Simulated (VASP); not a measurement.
# Mg (P6_3/mmc) in VASP: a series of runs, part 2 of 2

VASP 6.6.1. Earlier steps stand in the parts before.

**6. Single point, PBEsol**

This run uses another cell than the first one, of the same volume but with other edges.

INCAR

```
SYSTEM = Mg
PREC = Accurate
ENCUT = 520
EDIFF = 1E-6
ISMEAR = 0
SIGMA = 0.15
LREAL = .FALSE.
LASPH = .TRUE.
NELM = 100
ALGO = Normal
ISIF = 2
LWAVE = .FALSE.
LCHARG = .FALSE.
GGA = PS
NBANDS = 9
```

KPOINTS

```
Automatic mesh
0
G
  18 18 10
  0 0 0
```

POSCAR

```
Mg
1.0
    3.2532396199      0.0000000000      0.0000000000
   -1.6266198099      2.8173881554      0.0000000000
    0.0000000000      0.0000000000      5.0704447238
Mg
2
Direct
    0.3333333333      0.6666666667      0.2500000000
    0.6666666667      0.3333333333      0.7500000000
```

Potentials or basis: VASP PAW PBE potentials, release 64 (Mg).

On the command line:

```sh
> cat potpaw_PBE.64/Mg/POTCAR > POTCAR
> mpirun -np 1 vasp_std > vasp.out
```

OUTCAR:

```text
SYSTEM = Mg
   PREC = Accurate
   ENCUT = 520
   EDIFF = 1E-6
   ISMEAR = 0
   LREAL = .FALSE.
   LASPH = .TRUE.
   NELM = 100
   ISIF = 2
   GGA = PS

 ion  position               nearest neighbor table
   1  0.333  0.667  0.250-   2 3.16   2 3.16   2 3.16   2 3.16   2 3.16   2 3.16
   2  0.667  0.333  0.750-   1 3.16   1 3.16   1 3.16   1 3.16   1 3.16   1 3.16

  LATTYP: Found a hexagonal cell.
 ALAT       =     3.2532396199
 C/A-ratio  =     1.5585832328

  Lattice vectors:

 A1 = (   3.2532396199,   0.0000000000,   0.0000000000)
 A2 = (  -1.6266198099,   2.8173881554,   0.0000000000)
 A3 = (   0.0000000000,   0.0000000000,   5.0704447238)

Analysis of symmetry for initial positions (statically):
=====================================================================
 Subroutine PRICEL returns:
 Original cell was already a primitive cell.

 Routine SETGRP: Setting up the symmetry group for a
 hexagonal supercell.

 Subroutine GETGRP returns: Found 24 space group operations
 (whereof 12 operations were pure point group operations)
 out of a pool of 24 trial point group operations.

The static configuration has the point symmetry D_3d.
 The point group associated with its full space group is D_6h.

Analysis of symmetry for dynamics (positions and initial velocities):
=====================================================================
 Subroutine PRICEL returns:
 Original cell was already a primitive cell.

 Routine SETGRP: Setting up the symmetry group for a
 hexagonal supercell.

 Subroutine GETGRP returns: Found 24 space group operations
 (whereof 12 operations were pure point group operations)
 out of a pool of 24 trial point group operations.

The dynamic configuration has the point symmetry D_3d.
 The point group associated with its full space group is D_6h.

 Subroutine INISYM returns: Found 24 space group operations
 (whereof 12 operations are pure point group operations),
 and found     1 'primitive' translations

----------------------------------------------------------------------------------------
[... 114 lines left out ...]
  volume/ion in A,a.u.               =      23.24       156.81
  Fermi-wavevector in a.u.,A,eV,Ry     =   0.722812  1.365916  7.108458  0.522457
  Thomas-Fermi vector in A             =   1.812869
   LORBIT       =      0    0 simple, 1 ext, 2 COOP (PROOUT), +10 PAW based schemes
   GGA     = PS    functional components
   LHFCALC =     F    Hartree Fock is set to
   AEXX    =    0.0000 exact exchange contribution
   IVDW    =     0    specifies the selected vdW correction
   LEPSILON=     F    determine dielectric tensor
   LRPA    =     F    only Hartree local field effects (RPA)
 non-spin polarized calculation
 Gauss-broadening in eV      SIGMA  =   0.15
  energy-cutoff  :      520.00
  volume of cell :       46.47
 maximum number of plane-waves:      1278
   NGX = 13   NGY = 13   NGZ = 19

 number of electron       4.0000000 magnetization

 Free energy of the ion-electron system (eV)
  ---------------------------------------------------
  ext. energy  EPLUGINS =         0.00000000
  ---------------------------------------------------
  free energy    TOTEN  =        -3.44126026 eV

  energy without entropy =       -3.43215567  energy(sigma->0) =       -3.43670796

 E-fermi :   2.5420     XC(G=0):  -8.4950

 val. band max:        2.5302625614   @ k =   0.3889   0.1111   0.4000
 cond. band min:       2.5533795244   @ k =   0.2222  -0.0000   0.0000
 fundamental gap:      0.0231169630
 Fermi energy:         2.5419721040

 k-point     1 :       0.0000    0.0000    0.0000
  band No.  band energies     occupation
      1      -4.3479      2.00000
      2       1.0820      2.00000
      3       1.6706      2.00000
      4      12.9546      0.00000
      5      12.9546      0.00000
      6      12.9601      0.00000
      7      12.9601      0.00000
      8      14.3565      0.00000
      9      15.4179      0.00000
[... 265 lines left out ...]
 k-point    24 :       0.3889    0.1111    0.0000
  band No.  band energies     occupation
      1      -0.4965      2.00000
      2       1.4950      2.00000
      3       4.6591      0.00000
      4       5.3343      0.00000
      5       6.4359      0.00000
      6       6.6395      0.00000
      7       8.1164      0.00000
      8      11.5072      0.00000
      9      12.5798      0.00000

 [... further k-points ...]
[... 5 lines left out ...]
  --------------------------------------------------------------------------------------
  -------------------------------------------------------------------------------------
  Total       -0.4719493     -0.4719493     -0.0209295     -0.0000000     -0.0000000      0.0000000
  in kB      -16.2703595    -16.2703595     -0.7215391     -0.0000000     -0.0000000      0.0000000
  external PRESSURE =     -11.0874194 kB  Pullay stress =       0.0000000 kB

 VOLUME and BASIS-vectors are now :
 -----------------------------------------------------------------------------
  energy-cutoff  :      520.00
  volume of cell :       46.47
      direct lattice vectors                 reciprocal lattice vectors
     3.253239620  0.000000000  0.000000000     0.307385904  0.177469334  0.000000000
    -1.626619810  2.817388155  0.000000000     0.000000000  0.354938668  0.000000000
     0.000000000  0.000000000  5.070444724     0.000000000  0.000000000  0.197221359

 POSITION                                       TOTAL-FORCE (eV/Angst)
 -----------------------------------------------------------------------------------
     -0.00000      1.87826      1.26761         0.000000      0.000000      0.000000
      1.62662      0.93913      3.80283        -0.000000      0.000000      0.000000
 -----------------------------------------------------------------------------------
    total drift:                                0.000000     -0.000000      0.000000

  FREE ENERGIE OF THE ION-ELECTRON SYSTEM (eV)
  ---------------------------------------------------
  free  energy   TOTEN  =        -3.4412602584 eV

  energy  without entropy=       -3.4321556668  energy(sigma->0) =       -3.43670796
```

OSZICAR:

```text
N       E                     dE             d eps       ncg     rms          rms(c)
DAV:   1    -0.680010935207E+00   -0.68001E+00   -0.12905E+03  3996   0.314E+02
DAV:   2    -0.341927058571E+01   -0.27393E+01   -0.26354E+01  5339   0.266E+01
DAV:   3    -0.346118803248E+01   -0.41917E-01   -0.41693E-01  5192   0.272E+00
DAV:   4    -0.346129733842E+01   -0.10931E-03   -0.10930E-03  5087   0.141E-01
DAV:   5    -0.346129780769E+01   -0.46927E-06   -0.46945E-06  5122   0.901E-03    0.969E-01
DAV:   6    -0.345085964581E+01    0.10438E-01   -0.61756E-04  4554   0.161E-01    0.617E-01
DAV:   7    -0.344125422397E+01    0.96054E-02   -0.25918E-03  4190   0.294E-01    0.320E-02
DAV:   8    -0.344126060689E+01   -0.63829E-05   -0.19662E-05  5706   0.273E-02    0.650E-03
DAV:   9    -0.344126025838E+01    0.34851E-06   -0.92709E-07  4383   0.408E-03
   1 F= -.34412603E+01 E0= -.34367080E+01  d E =-.910459E-02
```

It took 25 s on 1 thread of Intel Xeon 6975P-C, shared host; peak memory 0.22 GiB.

Results:

| Quantity | Value |
| --- | --- |
| Free energy | -3.4413 eV |
| Pressure | -1.1 GPa |
| Band gap on the k mesh | zero (band 2 reaches 3.65 eV, above the bottom of band 3 at 1.67 eV) |

Caveat: the PAW data sets were made with another functional, which shifts forces and pressure a little.

**7. Overview**

| cell | gap on the mesh (eV) | pressure (GPa) |
| --- | --- | --- |
| a = 3.388, b = 3.388, c = 4.675 Å, angles 90.0, 90.0, 120.0°, 2 atoms | none | -0.3 |
| a = 3.020, b = 3.020, c = 5.884 Å, angles 90.0, 90.0, 120.0°, 2 atoms | none | 0.4 |
| a = 3.300, b = 3.300, c = 4.929 Å, angles 90.0, 90.0, 120.0°, 2 atoms | none | -0.9 |
| a = 3.109, b = 3.109, c = 5.552 Å, angles 90.0, 90.0, 120.0°, 2 atoms | none | -0.7 |
| a = 3.253, b = 3.253, c = 5.070 Å, angles 90.0, 90.0, 120.0°, 2 atoms | none | -1.1 |

Alike in all rows: task single point; level PBEsol; potentials or basis VASP PAW PBE potentials, release 64 (Mg); no spin polarisation; k mesh 18 × 18 × 10; cutoff (eV) 520; smearing gaussian 0.15 eV.

Caveats: the PAW data sets were made with another functional, which shifts forces and pressure a little.

Total energies depend on the potentials used, so only differences within one code and one set of settings carry meaning.
